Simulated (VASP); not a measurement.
# Re (P6_3/mmc) in VASP: further runs, part 2 of 2

VASP 6.6.1. Earlier steps stand in the parts before.

### 4 Single point, PBEsol

This run uses another cell than the first one, of 13.60 Å³/atom.

INCAR

```
SYSTEM = Re
PREC = Accurate
ENCUT = 520
EDIFF = 1E-6
ISMEAR = 0
SIGMA = 0.15
LREAL = .FALSE.
LASPH = .TRUE.
NELM = 80
ALGO = Fast
ISIF = 2
LWAVE = .FALSE.
LCHARG = .FALSE.
GGA = PS
NBANDS = 14
```

KPOINTS

```
regular mesh
0
G
  18 18 10
  0 0 0
```

POSCAR

```
Re
1.0
    2.6586000000      0.0000000000      0.0000000000
   -1.3293000000      2.3024151385      0.0000000000
    0.0000000000      0.0000000000      4.4432902328
Re
2
Direct
    0.3333333333      0.6666666667      0.2500000000
    0.6666666667      0.3333333333      0.7500000000
```

Potentials or basis: VASP PAW PBE potentials, release 64 (Re).

Started as:

```bash
$ cat potpaw_PBE.64/Re/POTCAR > POTCAR
$ mpirun -np 1 vasp_std > vasp.out
```

OUTCAR:

```text
SYSTEM = Re
   PREC = Accurate
   ENCUT = 520
   EDIFF = 1E-6
   ISMEAR = 0
   LREAL = .FALSE.
   LASPH = .TRUE.
   NELM = 80
   ISIF = 2
   GGA = PS

 ion  position               nearest neighbor table
   1  0.333  0.667  0.250-   2 2.70   2 2.70   2 2.70   2 2.70   2 2.70   2 2.70
   2  0.667  0.333  0.750-   1 2.70   1 2.70   1 2.70   1 2.70   1 2.70   1 2.70

  LATTYP: Found a hexagonal cell.
 ALAT       =     2.6586000000
 C/A-ratio  =     1.6712894880

  Lattice vectors:

 A1 = (   2.6586000000,   0.0000000000,   0.0000000000)
 A2 = (  -1.3293000000,   2.3024151385,   0.0000000000)
 A3 = (   0.0000000000,   0.0000000000,   4.4432902328)

Analysis of symmetry for initial positions (statically):
=====================================================================
 Subroutine PRICEL returns:
 Original cell was already a primitive cell.

 Routine SETGRP: Setting up the symmetry group for a
 hexagonal supercell.

 Subroutine GETGRP returns: Found 24 space group operations
 (whereof 12 operations were pure point group operations)
 out of a pool of 24 trial point group operations.

The static configuration has the point symmetry D_3d.
 The point group associated with its full space group is D_6h.

Analysis of symmetry for dynamics (positions and initial velocities):
=====================================================================
 Subroutine PRICEL returns:
 Original cell was already a primitive cell.

 Routine SETGRP: Setting up the symmetry group for a
 hexagonal supercell.

 Subroutine GETGRP returns: Found 24 space group operations
 (whereof 12 operations were pure point group operations)
 out of a pool of 24 trial point group operations.

The dynamic configuration has the point symmetry D_3d.
 The point group associated with its full space group is D_6h.

 Subroutine INISYM returns: Found 24 space group operations
 (whereof 12 operations are pure point group operations),
 and found     1 'primitive' translations

----------------------------------------------------------------------------------------

                                     Primitive cell

  volume of cell :      27.1983

  direct lattice vectors                    reciprocal lattice vectors
     2.658600000  0.000000000  0.000000000     0.376137817  0.217163270  0.000000000
    -1.329300000  2.302415138  0.000000000     0.000000000  0.434326540  0.000000000
     0.000000000  0.000000000  4.443290233     0.000000000  0.000000000  0.225058447

  length of vectors
     2.658600000  2.658600000  4.443290233     0.434326540  0.434326540  0.225058447

  position of ions in fractional coordinates (direct lattice)
     0.333333333  0.666666667  0.250000000
     0.666666667  0.333333333  0.750000000

  ion indices of the primitive-cell ions
   primitive index   ion index
                 1           1
                 2           2

----------------------------------------------------------------------------------------

 KPOINTS: regular mesh

Automatic generation of k-mesh.
 Grid dimensions read from file:
[... 45 lines left out ...]
  0.388889  0.111111  0.000000     12.000000
 [... further k-points ...]
   k-points           NKPTS =    222   k-points in BZ     NKDIM =    222   number of bands    NBANDS=     14
   number of dos      NEDOS =    301   number of ions     NIONS =      2
   total plane-waves  NPLWV =  14400
   dimension x,y,z NGX =    20 NGY =   20 NGZ =   36
   dimension x,y,z NGXF=    40 NGYF=   40 NGZF=   72
   ions per type =               2
   NGX,Y,Z   is equivalent  to a cutoff of  12.51, 12.51, 13.47 a.u.
   NGXF,Y,Z  is equivalent  to a cutoff of  25.01, 25.01, 26.94 a.u.
 SYSTEM =  Re
   PREC   = accura    normal or accurate (medium, high low for compatibility)
   ISTART =      0    job   : 0-new  1-cont  2-samecut
   ICHARG =      2    charge: 1-file 2-atom 10-const
   ISPIN  =      1    spin polarized calculation?
   LNONCOLLINEAR =      F non collinear calculations
   LSORBIT =      F    spin-orbit coupling
   LASPH  =      T    aspherical Exc in radial PAW
   ENCUT  =  520.0 eV  38.22 Ry    6.18 a.u.   4.94  4.94  8.26*2*pi/ulx,y,z
   NELM   =     80;   NELMIN=  2; NELMDL= -5     # of ELM steps
   EDIFF  = 0.1E-05   stopping-criterion for ELM
   LREAL  =      F    real-space projection
   EDIFFG = 0.1E-04   stopping-criterion for IOM
   NSW    =      0    number of steps for IOM
   IBRION =     -1    ionic relax: 0-MD 1-quasi-New 2-CG
   NFREE  =      0    steps in history (QN), initial steepest desc. (CG)
   ISIF   =      2    stress and relaxation
   ISYM   =      2    0-nonsym 1-usesym 2-fastsym
   POTIM  = 0.5000    time-step for ionic-motion
   TEBEG  =    0.0;   TEEND  =   0.0 temperature during run
   PSTRESS=    0.0 pullay stress
   NELECT =      14.0000    total number of electrons
   NUPDOWN=      -1.0000    fix difference up-down
   EMIN   =  10.00;   EMAX   =-10.00  energy-range for DOS
   EFERMI =   0.00;   METHOD = LEGACY
   ISMEAR =     0;   SIGMA  =   0.15  broadening in eV -4-tet -1-fermi 0-gaus
   EFERMI_NEDOS =   21; number of points for ismear=-14 and -15
   IALGO  =     68    algorithm
   IMIX   =      4    mixing-type and parameters
     AMIX     =   0.40;   BMIX     =  1.00
     AMIX_MAG =   1.60;   BMIX_MAG =  1.00
  volume/ion in A,a.u.               =      13.60        91.77
  Fermi-wavevector in a.u.,A,eV,Ry     =   1.312010  2.479339 23.420656  1.721370
  Thomas-Fermi vector in A             =   2.442432
   LORBIT       =      0    0 simple, 1 ext, 2 COOP (PROOUT), +10 PAW based schemes
   GGA     = PS    functional components
   LHFCALC =     F    Hartree Fock is set to
   AEXX    =    0.0000 exact exchange contribution
   IVDW    =     0    specifies the selected vdW correction
   LEPSILON=     F    determine dielectric tensor
   LRPA    =     F    only Hartree local field effects (RPA)
 non-spin polarized calculation
 RMM-DIIS sequential band-by-band and
 Gauss-broadening in eV      SIGMA  =   0.15
  energy-cutoff  :      520.00
  volume of cell :       27.20
 maximum number of plane-waves:       762
 NGX is ok and might be reduce to    20
   NGX =  9   NGY =  9   NGZ = 17

 number of electron      14.0000001 magnetization

 Free energy of the ion-electron system (eV)
  ---------------------------------------------------
  ext. energy  EPLUGINS =         0.00000000
  ---------------------------------------------------
  free energy    TOTEN  =       -26.52579753 eV

  energy without entropy =      -26.51007015  energy(sigma->0) =      -26.51793384

 E-fermi :   8.7738     XC(G=0): -14.2536

 val. band max:        8.7651382658   @ k =   0.1111   0.0556   0.0000
 cond. band min:       8.7792097004   @ k =   0.2222   0.0556   0.5000
 fundamental gap:      0.0140714346
 Fermi energy:         8.7738347370

 k-point     1 :       0.0000    0.0000    0.0000
  band No.  band energies     occupation
      1      -1.7187      2.00000
      2       1.4400      2.00000
      3       6.4718      2.00000
      4       6.9824      2.00000
      5       6.9824      2.00000
      6       7.8260      2.00000
      7       7.8260      2.00000
      8       9.1314      0.00075
      9       9.2670      0.00000
     10       9.2670      0.00000
     11      12.5045      0.00000
     12      12.5045      0.00000
     13      19.4137      0.00000
     14      23.1953      0.00000
[... 377 lines left out ...]
      1       2.5861      2.00000
      2       2.8007      2.00000
      3       2.9446      2.00000
      4       6.4768      2.00000
      5       6.5145      2.00000
      6       7.0238      2.00000
      7       7.8446      2.00000
      8      12.2585      0.00000
      9      13.0284      0.00000
     10      13.1345      0.00000
     11      15.3310      0.00000
     12      18.3657      0.00000
     13      19.7781      0.00000
     14      21.0523      0.00000

 [... further k-points ...]

------------------------ aborting loop because EDIFF is reached ----------------------------------------

  FORCE on cell =-STRESS in cart. coord.  units (eV):
  Direction    XX          YY          ZZ          XY          YZ          ZX
  --------------------------------------------------------------------------------------
  -------------------------------------------------------------------------------------
  Total        6.6841990      6.6841990      3.0454368     -0.0000000      0.0000000      0.0000000
  in kB      393.7482522    393.7482522    179.3985202     -0.0000000      0.0000000      0.0000000
  external PRESSURE =     322.2983415 kB  Pullay stress =       0.0000000 kB

 VOLUME and BASIS-vectors are now :
 -----------------------------------------------------------------------------
  energy-cutoff  :      520.00
  volume of cell :       27.20
      direct lattice vectors                 reciprocal lattice vectors
     2.658600000  0.000000000  0.000000000     0.376137817  0.217163270  0.000000000
    -1.329300000  2.302415138  0.000000000     0.000000000  0.434326540  0.000000000
     0.000000000  0.000000000  4.443290233     0.000000000  0.000000000  0.225058447

 POSITION                                       TOTAL-FORCE (eV/Angst)
 -----------------------------------------------------------------------------------
     -0.00000      1.53494      1.11082         0.000000      0.000000      0.000000
      1.32930      0.76747      3.33247        -0.000000     -0.000000      0.000000
 -----------------------------------------------------------------------------------
    total drift:                                0.000000     -0.000000     -0.000000

  FREE ENERGIE OF THE ION-ELECTRON SYSTEM (eV)
  ---------------------------------------------------
  free  energy   TOTEN  =       -26.5257975287 eV

  energy  without entropy=      -26.5100701519  energy(sigma->0) =      -26.51793384
```

OSZICAR:

```text
N       E                     dE             d eps       ncg     rms          rms(c)
DAV:   1     0.200799251273E+02    0.20080E+02   -0.68495E+03 12432   0.127E+03
DAV:   2    -0.269110832892E+02   -0.46991E+02   -0.41629E+02 10124   0.301E+02
DAV:   3    -0.278970164242E+02   -0.98593E+00   -0.96631E+00  9614   0.435E+01
DAV:   4    -0.279062555513E+02   -0.92391E-02   -0.92277E-02  9388   0.281E+00
DAV:   5    -0.279064339376E+02   -0.17839E-03   -0.17837E-03  9634   0.689E-01    0.516E+01
RMM:   6    -0.268673996605E+02    0.10390E+01   -0.14119E-01  6772   0.174E+01    0.225E+01
RMM:   7    -0.265353304237E+02    0.33207E+00   -0.21279E+00  9354   0.203E+01    0.747E-01
RMM:   8    -0.265302993288E+02    0.50311E-02   -0.58446E-02  9060   0.368E+00    0.109E+00
RMM:   9    -0.265268395189E+02    0.34598E-02   -0.10434E-02  9159   0.107E+00    0.173E-01
RMM:  10    -0.265257041815E+02    0.11353E-02   -0.68852E-04  7249   0.126E+00    0.933E-02
RMM:  11    -0.265257951707E+02   -0.90989E-04   -0.20705E-03  9659   0.411E-01    0.114E-02
RMM:  12    -0.265257971551E+02   -0.19844E-05   -0.11624E-04  9404   0.723E-02    0.113E-02
RMM:  13    -0.265257975287E+02   -0.37360E-06   -0.53557E-06  6990   0.334E-02
   1 F= -.26525798E+02 E0= -.26517934E+02  d E =-.157274E-01
```

stdout:

```text
POSCAR found type information on POSCAR Re
 POSCAR found :  1 types and       2 ions
 scaLAPACK will be used
 -----------------------------------------------------------------------------
|                                                                             |
|                                                                             |
|     You enforced a specific xc type in the INCAR file but a different       |
|     I HOPE YOU KNOW WHAT YOU ARE DOING!                                     |
|                                                                             |
 -----------------------------------------------------------------------------

 LDA part: xc-table for (Slater+PW92), standard interpolation
 POSCAR, INCAR and KPOINTS ok, starting setup
 FFT: planning ... GRIDC
 FFT: planning ... GRID_SOFT
 FFT: planning ... GRID
 WAVECAR not read
 entering main loop
```

Wall time 40 s (1 thread of Intel Xeon 6975P-C (Granite Rapids), shared host); peak memory 0.19 GiB.

Results:

```yaml
Free_energy: -26.5258 eV
Pressure: 32.2 GPa
Band_gap_on_the_k_mesh: zero (bands 7 and 8 overlap by 3.55 eV)
```

Caveat: the cell stands under pressure; the PAW data sets were made with another functional, which shifts forces and pressure a little; spin-orbit coupling is left out, which moves the levels of the heavy elements.

### 5 Single point, PBEsol

This run uses another cell than the first one, of 13.68 Å³/atom.

INCAR

```
  PREC = Accurate
  ENCUT = 520
  EDIFF = 1E-6
  ISMEAR = 0
  SIGMA = 0.15
  LREAL = F
  LASPH = T
  NELM = 60
  ALGO = Normal
  ISIF = 2
  LWAVE = F
  LCHARG = F
  GGA = PS
  NBANDS = 14
```

KPOINTS

```
regular mesh
0
Gamma
  18 18 10
```

POSCAR

```
Re
1.0
    2.8420000000      0.0000000000      0.0000000000
   -1.4210000000      2.4612441976      0.0000000000
    0.0000000000      0.0000000000      3.9101000000
Re
2
Direct
    0.3333333333      0.6666666667      0.2500000000
    0.6666666667      0.3333333333      0.7500000000
```

Started as:

```bash
$ cat potpaw_PBE.64/Re/POTCAR > POTCAR
$ mpirun -np 1 vasp_std > vasp.out
```

It took 33 s on 1 thread of Intel Xeon 6975P-C (Granite Rapids), shared host; peak memory 0.2 GiB.

The run converged. Its results:

```
Free energy            : -25.9114 eV
Pressure               : 38.1 GPa
Band gap on the k mesh : zero (bands 7 and 8 overlap by 3.34 eV)
```

Stress tensor (GPa, compression positive):
```
16.41  0.00  0.00
 0.00 16.41  0.00
 0.00  0.00 81.62
```

Levels at points of the mesh, in eV from the Fermi level:
| k point | band 4 | band 5 | band 6 | band 7 | band 8 | band 9 | band 10 | band 11 |
| --- | --- | --- | --- | --- | --- | --- | --- | --- |
| (0.00, 0.00, 0.00) | -2.38 | -1.52 | -1.52 | -0.86 | -0.86 | 0.15 | 2.78 | 3.49 |
| (0.50, 0.00, 0.00) | -3.65 | -2.57 | -0.20 | 0.50 | 2.71 | 3.96 | 5.77 | 5.85 |
| (0.00, 0.00, 0.50) | -3.08 | -3.08 | -3.08 | -1.65 | -1.65 | 3.13 | 3.13 | 3.13 |
| (0.50, 0.00, 0.50) | -3.94 | -0.53 | -0.53 | 0.86 | 0.86 | 3.53 | 3.53 | 4.70 |

Caveat: the cell stands under pressure; the PAW data sets were made with another functional, which shifts forces and pressure a little; spin-orbit coupling is left out, which moves the levels of the heavy elements.

### 6 Summary

| cell | gap on the mesh (eV) | pressure (GPa) |
| --- | --- | --- |
| a = 2.704, b = 2.704, c = 4.266 Å, angles 90.0, 90.0, 120.0°, 2 atoms | none | 35.6 |
| a = 2.613, b = 2.613, c = 4.621 Å, angles 90.0, 90.0, 120.0°, 2 atoms | none | 33.2 |
| a = 2.659, b = 2.659, c = 4.443 Å, angles 90.0, 90.0, 120.0°, 2 atoms | none | 32.2 |
| a = 2.842, b = 2.842, c = 3.910 Å, angles 90.0, 90.0, 120.0°, 2 atoms | none | 38.1 |

Alike in all rows: task single point; level PBEsol; potentials or basis VASP PAW PBE potentials, release 64 (Re); no spin polarisation; k mesh 18 × 18 × 10; cutoff (eV) 520; smearing gaussian 0.15 eV.

Caveats: the cell stands under pressure; the PAW data sets were made with another functional, which shifts forces and pressure a little; spin-orbit coupling is left out, which moves the levels of the heavy elements.

Total energies depend on the potentials used, so only differences within one code and one set of settings carry meaning.
